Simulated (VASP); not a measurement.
A run of VASP 6.6.1 is set up as follows.

File INCAR:

```
  PREC = Accurate
  ENCUT = 650
  EDIFF = 1E-7
  ISMEAR = -1
  SIGMA = 0.05
  LREAL = Auto
  LASPH = T
  NELM = 120
  ALGO = Normal
  ISIF = 2
  LWAVE = F
  LCHARG = F
  GGA = PS
  IBRION = 2
  NSW = 100
  EDIFFG = -0.03
  NELECT = 322.0
  ISYM = 0
  GGA_COMPAT = F
  NELMIN = 4
  NCORE = 4
```

KPOINTS

```
Automatic mesh
0
Gamma
  1 1 1
  0.25 0.25 0.25
```

Contents of POSCAR:

```
Li33F32
1.0
    8.0151850000      0.0000000000      0.0000000000
    0.0000000000      8.0151850000      0.0000000000
    0.0000000000      0.0000000000      8.0151850000
F Li
32 33
Direct
    0.2488840000      0.9989660000      0.9986360000
    0.2496550000      0.0028940000      0.5013360000
    0.2478670000      0.4970770000      0.0015900000
    0.1592200000      0.4110650000      0.5000330000
    0.7492640000      0.9997060000      0.9989960000
    0.7475460000      0.0005710000      0.4994600000
    0.7490500000      0.4984050000      0.9944080000
    0.7477080000      0.4975840000      0.4961320000
    0.9990490000      0.2497500000      0.0032330000
    0.0012090000      0.2483510000      0.4952070000
    0.9977000000      0.7480840000      0.0017490000
    0.0026940000      0.7467310000      0.5016290000
    0.4967160000      0.2545970000      0.0019490000
    0.4965880000      0.2470920000      0.4972150000
    0.4980750000      0.7508360000      0.0005860000
    0.4979330000      0.7508220000      0.4988700000
    0.9985220000      0.0020230000      0.2471600000
    0.9976780000      0.9998010000      0.7534820000
    0.9991840000      0.5004130000      0.2501360000
    0.9996910000      0.5031070000      0.7517560000
    0.4993720000      0.0003050000      0.2482150000
    0.4960520000      0.0033770000      0.7550220000
    0.5016700000      0.4972510000      0.2507010000
    0.4997930000      0.5034690000      0.7482690000
    0.2487980000      0.2469960000      0.2521360000
    0.2557480000      0.2497650000      0.7487100000
    0.2492200000      0.7524830000      0.2507800000
    0.2504000000      0.7478750000      0.7511920000
    0.7558810000      0.2488880000      0.2499930000
    0.7526290000      0.2492510000      0.7483530000
    0.7543270000      0.7483060000      0.2508860000
    0.7489960000      0.7517480000      0.7516850000
    0.0006660000      0.9986610000      0.9994780000
    0.9992900000      0.9956650000      0.5005160000
    0.0009730000      0.5014990000      0.9994910000
    0.0006270000      0.4962530000      0.4935430000
    0.5017000000      0.0024360000      0.9983200000
    0.5039910000      0.9996140000      0.5014900000
    0.4976030000      0.5006300000      0.0016110000
    0.5011600000      0.5000620000      0.5033360000
    0.2485730000      0.2504570000      0.9952130000
    0.2570660000      0.2499320000      0.5045980000
    0.2496440000      0.7445540000      0.0007660000
    0.2536030000      0.7495140000      0.5015460000
    0.7512780000      0.2498010000      0.9983310000
    0.7489710000      0.2498440000      0.4998500000
    0.7517950000      0.7482710000      0.9976360000
    0.7522360000      0.7517250000      0.4976540000
    0.2508060000      0.0044480000      0.2489120000
    0.2473710000      0.0003450000      0.7536570000
    0.2520750000      0.4991630000      0.2494620000
    0.2476900000      0.5002980000      0.7513950000
    0.7511090000      0.0078990000      0.2497170000
    0.7470850000      0.9983540000      0.7491230000
    0.7492450000      0.5000660000      0.2502540000
    0.7514110000      0.5016330000      0.7490840000
    0.0010480000      0.2457370000      0.2504760000
    0.0011190000      0.2549630000      0.7473650000
    0.9980970000      0.7471080000      0.2505840000
    0.9954270000      0.7485560000      0.7476810000
    0.4975840000      0.2472450000      0.2471590000
    0.4983440000      0.2513340000      0.7469760000
    0.5006290000      0.7493980000      0.2508560000
    0.4963990000      0.7494120000      0.7485030000
    0.3411220000      0.5885170000      0.5004100000
```

Potentials or basis: VASP PAW PBE potentials, release 64 (F, Li_sv).

The run is started by

```sh
$ cat potpaw_PBE.64/F/POTCAR potpaw_PBE.64/Li_sv/POTCAR > POTCAR
$ mpirun -np 4 vasp_std > vasp.out
```

(1) Estimate the energy gained by relaxing.

Answers

(1) 129.6 meV/atom.

Caveat: the cell carries a net charge on a neutralising background, which shifts energy and pressure.
